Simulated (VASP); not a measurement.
Crystal: Si3Bi.

```xyz
4
Lattice="1.6360 -2.3268 0.0000 1.6360 2.3268 0.0000 0.0000 0.0000 9.3052" Properties=species:S:1:pos:R:3 pbc="T T T"
Si    1.6360    0.0000    6.9856
Si    0.0000    0.0000    4.6526
Si    1.6360    0.0000    2.3196
Bi    0.0000    0.0000    0.0000
```

The cell was generated, and may not be a known phase.

- Program: VASP 6.6.1
- Task: relaxation of cell and atoms
- Functional: PBE
- Potentials or basis: VASP PAW PBE potentials, release 64 (Si, Bi_d)
- Cutoff: 600 eV
- k mesh: 6 × 6 × 2
- Occupations: gaussian, width 0.1 eV
- Spin: no spin polarisation

At the start: pressure 14.3 GPa; volume 17.71 Å³/atom.

**Question.** Where does the relaxation end?

**Answer.** Over 28 steps the energy falls by 460.5 meV/atom and the volume is 20.43 Å³/atom (+15.3 %); space group Cmmm (No. 65, to 0.1 Å) before and after.

The path:
| step | energy change (eV) | largest force (eV/Å) | pressure (GPa) | volume (Å³) |
| --- | --- | --- | --- | --- |
| 1 | 0.0000 | 2.1264 | 14.32 | 70.84 |
| 2 | -0.6216 | 0.9263 | -5.05 | 88.34 |
| 3 | -0.6705 | 1.1281 | -2.05 | 83.92 |
| 4 | -0.8213 | 0.9926 | -1.61 | 82.51 |
| 5 | -1.1309 | 0.8484 | 0.57 | 78.95 |
| 6 | -0.9981 | 1.3116 | 14.78 | 72.02 |
| 7 | -1.2228 | 0.7894 | 2.82 | 77.11 |
| 8 | -1.2505 | 0.1885 | 8.06 | 74.25 |
| 9 | -1.2708 | 0.4362 | 5.69 | 75.31 |
| 10 | -1.3281 | 0.2884 | 5.75 | 75.60 |
| 11 | -1.4249 | 0.3036 | 6.64 | 76.43 |
| 12 | -1.5009 | 0.0915 | 4.67 | 78.15 |
| 13 | -1.6202 | 0.3060 | -0.40 | 83.43 |
| 14 | -1.6233 | 0.3405 | -1.22 | 84.50 |
| 15 | -1.6484 | 0.2451 | -1.22 | 84.65 |
| 16 | -1.7172 | 0.0342 | -1.49 | 85.01 |
| 17 | -1.7733 | 0.4347 | -1.93 | 85.46 |
| 18 | -1.7868 | 0.1600 | -1.93 | 85.30 |
| 19 | -1.7902 | 0.2378 | -1.95 | 85.36 |
| 20 | -1.8185 | 0.3279 | -0.59 | 83.13 |
| 21 | -1.8193 | 0.3520 | -0.31 | 82.74 |
| 22 | -1.8315 | 0.1635 | -0.12 | 82.14 |
| 23 | -1.8383 | 0.1601 | 0.02 | 81.86 |
| 24 | -1.8365 | 0.0106 | 0.28 | 81.31 |
| 25 | -1.8410 | 0.0399 | 0.06 | 81.67 |
| 26 | -1.8410 | 0.0494 | 0.06 | 81.71 |
| 27 | -1.8419 | 0.0164 | -0.05 | 81.71 |
| 28 | -1.8419 | 0.0086 | -0.07 | 81.71 |

Final structure:
```
Si Bi
1.0
     1.86110   -2.61857    0.00000
     1.86110    2.61857    0.00000
     0.00000    0.00000    8.38353
Si Bi
3 1
Direct
  0.50000 0.50000 0.68973
  0.00000 0.00000 0.50000
  0.50000 0.50000 0.31027
  0.00000 0.00000 0.00000
```

Caveat: the k points lie up to 0.37 Å⁻¹ apart in the final cell; the volume moved by over 15 % at a fixed basis, so the end points are rough; the highest band is partly filled, so the run has too few bands.
